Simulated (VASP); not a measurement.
Input of a VASP 6.6.1 run:

The input INCAR:

```
SYSTEM = MgZn3O4
PREC     = Accurate       ! precision mode
ENCUT    = 600            ! plane-wave cutoff, eV
EDIFF    = 1E-6           ! SCF threshold, eV
ISMEAR   = -1             ! smearing method
SIGMA    = 0.05           ! smearing width, eV
LREAL    = .FALSE.        ! projectors in reciprocal space
LASPH    = .TRUE.         ! aspherical terms in the spheres
NELM     = 120            ! most SCF steps
ALGO     = Normal         ! electronic algorithm
ISIF     = 2              ! what is computed and relaxed
LWAVE    = .FALSE.        ! write WAVECAR
LCHARG   = .TRUE.         ! write CHGCAR
GGA      = PS             ! functional
LELF     = .TRUE.         ! ELF
LVHAR    = .TRUE.       
NBANDS   = 41             ! bands
GGA_COMPAT= .FALSE.
```

File KPOINTS:

```
Automatic mesh
0
G
  6 6 4
  0 0 0
```

POSCAR

```
MgZn3O4
1.0
    5.8946506332     -1.6247771697      0.0052503500
    5.8949706863      1.6259587528      0.0045848727
   -2.6656903209     -0.0012999815      4.9247169769
Mg Zn O
1 3 4
Direct
    0.2470851385      0.2525695151      0.9195009671
    0.7456366243      0.7511293127      0.4140595414
    0.4942000050      0.4997391444      0.8279810387
    0.9951623331      1.0007613173      0.3338958380
    0.0565234478      0.0617638498      0.7275959184
    0.5539107102      0.5591573529      0.2236602181
    0.8047378840      0.8104631096      0.1407419770
    0.3036573259      0.3094213774      0.6403136124
```

Potentials or basis: VASP PAW PBE potentials, release 64 (Mg, Zn, O).

Command:

```bash
$ cat potpaw_PBE.64/Mg/POTCAR potpaw_PBE.64/Zn/POTCAR potpaw_PBE.64/O/POTCAR > POTCAR
$ mpirun -np 1 vasp_std > vasp.out
```

Q: Estimate the band gap on the k mesh.

A: 1.24 eV.

Q: Predict the largest force.

A: 0.077 eV/Å.

Forces in eV/Å, atoms in the order of the input:
```
Mg  -0.002  0.000 -0.003
Zn  -0.004  0.000  0.001
Zn   0.001  0.000  0.002
Zn   0.003 -0.001 -0.001
O    0.058  0.001  0.034
O    0.000  0.001  0.000
O   -0.006  0.000 -0.077
O   -0.049  0.000  0.045
```

Caveat: the PAW data sets were made with another functional, which shifts forces and pressure a little.
